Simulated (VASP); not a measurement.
# BN (P6_3/mmc) in VASP: relaxation of the atoms with PBE

Aim: the relaxation of the atoms of BN with PBE.

All numbers are computed with VASP 6.6.1; they aren't measurements. Logs are shortened: lines on timing, memory, paths and dates and some standing lists are left out, and cuts for length are marked.

## 1. The cell of the first run

Symmetry: P6_3/mmc, No. 194, hexagonal system. The conventional cell has a = 2.502 Å, b = 2.502 Å, c = 7.369 Å, α = 90.00°, β = 90.00°, γ = 120.00°. Within 1.9 Å of B (site symmetry -6m2) lie 3 N at 1.44 Å. Within 1.9 Å of N (site symmetry -6m2) lie 3 B at 1.44 Å.

## 2. Relaxation of the atoms, PBE

The input, INCAR:

```
ALGO = Normal
EDIFF = 1E-6
EDIFFG = -0.02
ENCUT = 520
GGA = PE
IBRION = 2
ISIF = 2
ISMEAR = -1
LASPH = True
LCHARG = False
LREAL = False
LWAVE = False
NELM = 80
NSW = 80
PREC = Accurate
SIGMA = 0.02
```

The input, KPOINTS:

```
k-points
0
Gamma
  14 14 4
```

The input, POSCAR:

```
BN
1.0
    2.5016395345      0.0000000000      0.0000000000
   -1.2508197673      2.1664833880      0.0000000000
    0.0000000000      0.0000000000      7.3693201700
B N
2 2
Direct
    0.6666666667      0.3333333333      0.7500000000
    0.3333333333      0.6666666667      0.2500000000
    0.0000000000      0.0000000000      0.7500000000
    0.0000000000      0.0000000000      0.2500000000
```

Potentials or basis: VASP PAW PBE potentials, release 64 (B, N).

Run with:

```
$ cat potpaw_PBE.64/B/POTCAR potpaw_PBE.64/N/POTCAR > POTCAR
$ mpirun -np 1 vasp_std > vasp.out
```

OUTCAR:

```text
EDIFF = 1E-6
   EDIFFG = -0.02
   ENCUT = 520
   GGA = PE
   IBRION = 2
   ISIF = 2
   ISMEAR = -1
   LASPH = True
   LREAL = False
   NELM = 80
   NSW = 80
   PREC = Accurate

 ion  position               nearest neighbor table
   1  0.667  0.333  0.750-   3 1.44   3 1.44   3 1.44
   2  0.333  0.667  0.250-   4 1.44   4 1.44   4 1.44
   3  0.000  0.000  0.750-   1 1.44   1 1.44   1 1.44
   4  0.000  0.000  0.250-   2 1.44   2 1.44   2 1.44

  LATTYP: Found a hexagonal cell.
 ALAT       =     2.5016395345
 C/A-ratio  =     2.9457961742

  Lattice vectors:

 A1 = (   2.5016395345,   0.0000000000,   0.0000000000)
 A2 = (  -1.2508197673,   2.1664833880,   0.0000000000)
 A3 = (   0.0000000000,   0.0000000000,   7.3693201700)

Analysis of symmetry for initial positions (statically):
=====================================================================
 Subroutine PRICEL returns:
 Original cell was already a primitive cell.

 Routine SETGRP: Setting up the symmetry group for a
 hexagonal supercell.

 Subroutine GETGRP returns: Found 24 space group operations
 (whereof 12 operations were pure point group operations)
 out of a pool of 24 trial point group operations.

The static configuration has the point symmetry D_3d.
 The point group associated with its full space group is D_6h.

Analysis of symmetry for dynamics (positions and initial velocities):
=====================================================================
 Subroutine PRICEL returns:
 Original cell was already a primitive cell.

 Routine SETGRP: Setting up the symmetry group for a
 hexagonal supercell.

 Subroutine GETGRP returns: Found 24 space group operations
 (whereof 12 operations were pure point group operations)
 out of a pool of 24 trial point group operations.

The dynamic configuration has the point symmetry D_3d.
 The point group associated with its full space group is D_6h.

 Subroutine INISYM returns: Found 24 space group operations
 (whereof 12 operations are pure point group operations),
 and found     1 'primitive' translations

----------------------------------------------------------------------------------------

                                     Primitive cell

  volume of cell :      39.9400

  direct lattice vectors                    reciprocal lattice vectors
     2.501639535  0.000000000  0.000000000     0.399737846  0.230788753  0.000000000
    -1.250819767  2.166483388  0.000000000     0.000000000  0.461577506  0.000000000
     0.000000000  0.000000000  7.369320170     0.000000000  0.000000000  0.135697727

  length of vectors
     2.501639535  2.501639535  7.369320170     0.461577506  0.461577506  0.135697727

  position of ions in fractional coordinates (direct lattice)
     0.666666667  0.333333333  0.750000000
     0.333333333  0.666666667  0.250000000
     0.000000000  0.000000000  0.750000000
     0.000000000  0.000000000  0.250000000

  ion indices of the primitive-cell ions
   primitive index   ion index
                 1           1
                 2           2
                 3           3
                 4           4

----------------------------------------------------------------------------------------

 KPOINTS: k-points

Automatic generation of k-mesh.
 Grid dimensions read from file:
 generate k-points for:   14   14    4

 Generating k-lattice:

  Cartesian coordinates                     Fractional coordinates (reciprocal lattice)
     0.028552703  0.016484911  0.000000000     0.071428571  0.000000000  0.000000000
     0.000000000  0.032969822  0.000000000     0.000000000  0.071428571  0.000000000
     0.000000000  0.000000000  0.033924432     0.000000000  0.000000000  0.250000000

  Length of vectors
     0.032969822  0.032969822  0.033924432

  Shift w.r.t. Gamma in fractional coordinates (k-lattice)
     0.000000000  0.000000000  0.000000000

 Subroutine IBZKPT returns following result:
 ===========================================

 Found     72 irreducible k-points:

 Following reciprocal coordinates:
            Coordinates               Weight
  0.000000  0.000000  0.000000      1.000000
  0.071429 -0.000000  0.000000      6.000000
  0.142857  0.000000  0.000000      6.000000
  0.214286 -0.000000  0.000000      6.000000
  0.285714  0.000000  0.000000      6.000000
  0.357143 -0.000000  0.000000      6.000000
[... 16 lines left out ...]
  0.285714  0.285714  0.000000      6.000000
  0.357143  0.285714  0.000000      6.000000
 [... further k-points ...]
   k-points           NKPTS =     72   k-points in BZ     NKDIM =     72   number of bands    NBANDS=     12
   number of dos      NEDOS =    301   number of ions     NIONS =      4
   total plane-waves  NPLWV =  22400
   dimension x,y,z NGX =    20 NGY =   20 NGZ =   56
   dimension x,y,z NGXF=    40 NGYF=   40 NGZF=  112
   ions per type =               2   2
   NGX,Y,Z   is equivalent  to a cutoff of  13.29, 13.29, 12.63 a.u.
   NGXF,Y,Z  is equivalent  to a cutoff of  26.58, 26.58, 25.27 a.u.
 SYSTEM =  unknown system
   PREC   = accura    normal or accurate (medium, high low for compatibility)
   ISTART =      0    job   : 0-new  1-cont  2-samecut
   ICHARG =      2    charge: 1-file 2-atom 10-const
   ISPIN  =      1    spin polarized calculation?
   LNONCOLLINEAR =      F non collinear calculations
   LSORBIT =      F    spin-orbit coupling
   LASPH  =      T    aspherical Exc in radial PAW
   ENCUT  =  520.0 eV  38.22 Ry    6.18 a.u.   4.65  4.65 13.70*2*pi/ulx,y,z
   NELM   =     80;   NELMIN=  2; NELMDL= -5     # of ELM steps
   EDIFF  = 0.1E-05   stopping-criterion for ELM
   LREAL  =      F    real-space projection
   EDIFFG = -.2E-01   stopping-criterion for IOM
   NSW    =     80    number of steps for IOM
   IBRION =      2    ionic relax: 0-MD 1-quasi-New 2-CG
   NFREE  =      1    steps in history (QN), initial steepest desc. (CG)
   ISIF   =      2    stress and relaxation
   ISYM   =      2    0-nonsym 1-usesym 2-fastsym
   POTIM  = 0.5000    time-step for ionic-motion
   TEBEG  =    0.0;   TEEND  =   0.0 temperature during run
   PSTRESS=    0.0 pullay stress
   NELECT =      16.0000    total number of electrons
   NUPDOWN=      -1.0000    fix difference up-down
   EMIN   =  10.00;   EMAX   =-10.00  energy-range for DOS
   EFERMI =   0.00;   METHOD = LEGACY
   ISMEAR =    -1;   SIGMA  =   0.02  broadening in eV -4-tet -1-fermi 0-gaus
   EFERMI_NEDOS =   21; number of points for ismear=-14 and -15
   IALGO  =     38    algorithm
   IMIX   =      4    mixing-type and parameters
     AMIX     =   0.40;   BMIX     =  1.00
     AMIX_MAG =   1.60;   BMIX_MAG =  1.00
  volume/ion in A,a.u.               =       9.98        67.38
  Fermi-wavevector in a.u.,A,eV,Ry     =   1.206829  2.280576 19.816010  1.456436
  Thomas-Fermi vector in A             =   2.342484
   LORBIT       =      0    0 simple, 1 ext, 2 COOP (PROOUT), +10 PAW based schemes
   GGA     = PE    functional components
   LHFCALC =     F    Hartree Fock is set to
   AEXX    =    0.0000 exact exchange contribution
   IVDW    =     0    specifies the selected vdW correction
   LEPSILON=     F    determine dielectric tensor
   LRPA    =     F    only Hartree local field effects (RPA)
 conjugate gradient relaxation of ions
 non-spin polarized calculation
  energy-cutoff  :      520.00
  volume of cell :       39.94
 maximum number of plane-waves:      1095
 NGX is ok and might be reduce to    20
   NGX =  9   NGY =  9   NGZ = 27

 number of electron      15.9999999 magnetization

 Free energy of the ion-electron system (eV)
  ---------------------------------------------------
  ext. energy  EPLUGINS =         0.00000000
  ---------------------------------------------------
  free energy    TOTEN  =       -35.17321630 eV

  energy without entropy =      -35.17321630  energy(sigma->0) =      -35.17321630

 E-fermi :   2.1508     XC(G=0):  -9.3871

 val. band max:        1.7104901919   @ k =   0.3571   0.2857   0.0000
 cond. band min:       5.6147644869   @ k =   0.5000  -0.0000   0.0000
 fundamental gap:      3.9042742949
 Fermi energy:         2.1507613988

 k-point     1 :       0.0000    0.0000    0.0000
  band No.  band energies     occupation
      1     -16.2420      2.00000
      2     -16.1154      2.00000
      3      -4.3443      2.00000
      4      -3.1068      2.00000
      5       0.1698      2.00000
      6       0.1698      2.00000
      7       0.1804      2.00000
      8       0.1804      2.00000
      9       6.2363      0.00000
     10      10.5564      0.00000
     11      13.0932      0.00000
     12      13.1407      0.00000

 k-point     2 :       0.0714   -0.0000    0.0000
  band No.  band energies     occupation
      1     -16.1426      2.00000
      2     -16.0177      2.00000
      3      -4.2080      2.00000
      4      -2.9799      2.00000
      5      -0.2536      2.00000
      6      -0.2309      2.00000
      7      -0.0244      2.00000
      8      -0.0122      2.00000
      9       6.4179      0.00000
     10      10.5654      0.00000
     11      12.9019      0.00000
     12      13.0600      0.00000

 k-point     3 :       0.1429    0.0000    0.0000
  band No.  band energies     occupation
      1     -15.8486      2.00000
      2     -15.7282      2.00000
      3      -3.8026      2.00000
      4      -2.6041      2.00000
      5      -1.3587      2.00000
      6      -1.3152      2.00000
      7      -0.5210      2.00000
      8      -0.5057      2.00000
      9       6.9159      0.00000
     10      10.5094      0.00000
     11      12.6547      0.00000
     12      12.8682      0.00000
[... 286 lines left out ...]
 k-point    23 :       0.2857    0.2857    0.0000
  band No.  band energies     occupation
      1     -12.7609      2.00000
      2     -12.7002      2.00000
      3      -6.5119      2.00000
      4      -6.4282      2.00000
      5      -5.1190      2.00000
      6      -5.0574      2.00000
      7       0.8150      2.00000
      8       1.4330      2.00000
      9       6.2306      0.00000
     10       6.7550      0.00000
     11      13.1209      0.00000
     12      14.8383      0.00000

 k-point    24 :       0.3571    0.2857    0.0000
  band No.  band energies     occupation
      1     -12.5689      2.00000
      2     -12.5133      2.00000
      3      -6.5746      2.00000
      4      -6.5022      2.00000
      5      -5.4596      2.00000
      6      -5.4028      2.00000
      7       1.1676      2.00000
      8       1.7105      2.00000
      9       6.0062      0.00000
     10       6.3727      0.00000
     11      14.2864      0.00000
     12      14.4197      0.00000

 [... further k-points ...]

------------------------ aborting loop because EDIFF is reached ----------------------------------------

  FORCE on cell =-STRESS in cart. coord.  units (eV):
  Direction    XX          YY          ZZ          XY          YZ          ZX
  --------------------------------------------------------------------------------------
  -------------------------------------------------------------------------------------
  Total        0.9956310      0.9956310      0.3779368     -0.0000000      0.0000000      0.0000000
  in kB       39.9393946     39.9393946     15.1608063     -0.0000000      0.0000000      0.0000000
  external PRESSURE =      31.6798651 kB  Pullay stress =       0.0000000 kB

 VOLUME and BASIS-vectors are now :
 -----------------------------------------------------------------------------
  energy-cutoff  :      520.00
  volume of cell :       39.94
      direct lattice vectors                 reciprocal lattice vectors
     2.501639535  0.000000000  0.000000000     0.399737846  0.230788753  0.000000000
    -1.250819767  2.166483388  0.000000000     0.000000000  0.461577506  0.000000000
     0.000000000  0.000000000  7.369320170     0.000000000  0.000000000  0.135697727

 POSITION                                       TOTAL-FORCE (eV/Angst)
 -----------------------------------------------------------------------------------
      1.25082      0.72216      5.52699         0.000000      0.000000      0.000000
     -0.00000      1.44432      1.84233        -0.000000     -0.000000      0.000000
      0.00000      0.00000      5.52699        -0.000000      0.000000     -0.000000
      0.00000      0.00000      1.84233        -0.000000     -0.000000     -0.000000
 -----------------------------------------------------------------------------------
    total drift:                               -0.000000      0.000000      0.000000

  FREE ENERGIE OF THE ION-ELECTRON SYSTEM (eV)
  ---------------------------------------------------
  free  energy   TOTEN  =       -35.1732162974 eV

  energy  without entropy=      -35.1732162974  energy(sigma->0) =      -35.17321630

 reached required accuracy - stopping structural energy minimisation
```

Run time: 35 s. Hardware: 1 thread of Intel Xeon Platinum 8259CL at 2.50GHz (Skylake/Cascade Lake), shared host; peak memory 0.17 GiB.

What came out:

```yaml
Free_energy: -35.1732 eV
Pressure_after_relaxing: 3.2 GPa
Band_gap_on_the_k_mesh: 3.90 eV, indirect (least direct gap 4.30 eV)
```

Final structure:
```
B N
1.0
     2.50164    0.00000    0.00000
    -1.25082    2.16648    0.00000
     0.00000    0.00000    7.36932
B N
2 2
Direct
  0.66667 0.33333 0.75000
  0.33333 0.66667 0.25000
  0.00000 0.00000 0.75000
  0.00000 0.00000 0.25000
```

Levels at points of the mesh, in eV from the valence-band top:
| k point | band 5 | band 6 | band 7 | band 8 | band 9 | band 10 | band 11 | band 12 |
| --- | --- | --- | --- | --- | --- | --- | --- | --- |
| (0.00, 0.00, 0.00) | -1.54 | -1.54 | -1.53 | -1.53 | 4.53 | 8.85 | 11.38 | 11.43 |
| (0.50, 0.00, 0.00) | -4.35 | -4.33 | -1.42 | -0.80 | 3.90 | 5.42 | 9.27 | 9.85 |
| (0.00, 0.00, 0.50) | -1.54 | -1.54 | -1.54 | -1.54 | 6.34 | 6.34 | 11.41 | 11.41 |
| (0.50, 0.00, 0.50) | -4.34 | -4.34 | -1.12 | -1.12 | 4.55 | 4.55 | 9.60 | 9.60 |

Caveat: the relaxation stopped at its first step, so nothing moved; this functional lacks dispersion, which binds the layers, so the pressure and a relaxed spacing across them are unreliable. A hybrid or GW would open this gap; PBE tends to underestimate it.
